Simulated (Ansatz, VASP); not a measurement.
Se in VASP and in Ansatz

```
Se
1.0
     4.00250    0.00000    0.00000
    -2.00125    3.46627    0.00000
     0.00000    0.00000    5.29731
Se
3
Direct
  0.27807 0.00000 0.33333
  0.00000 0.27807 0.66667
  0.72193 0.72193 0.00000
```

Alike in both runs: task single point; functional PBE; dispersion D3(BJ); k mesh 9 × 9 × 8; occupations gaussian, width 0.05 eV; no spin polarisation.

|  | VASP | Ansatz |
| --- | --- | --- |
| version | VASP 6.6.1 | Ansatz 0.2.0 |
| potentials or method | VASP PAW PBE potentials, release 64 (Se), cutoff 520 eV | scalar-relativistic, plane waves, PAW |
| valence electrons in the cell | 18 | 48 |

```csv
,VASP,Ansatz,Ansatz less VASP
gap on the k mesh at the Fermi level (eV),0.22,0.23,+0.004
least direct gap on the mesh (eV),0.22,0.23,+0.004
pressure (GPa),-4.9,-4.9,-0.03
"traceless stress, the component that is largest in VASP (GPa)",-1.22,-1.23,-0.010
rms of the force components (eV/Å),0.412,0.415,+0.0031
```

Atom by atom the forces differ by 0.003 eV/Å (rms over components). VASP's potentials hold 18 valence electrons a cell and Ansatz's 48, so a difference there can come from the potentials and not from the codes.
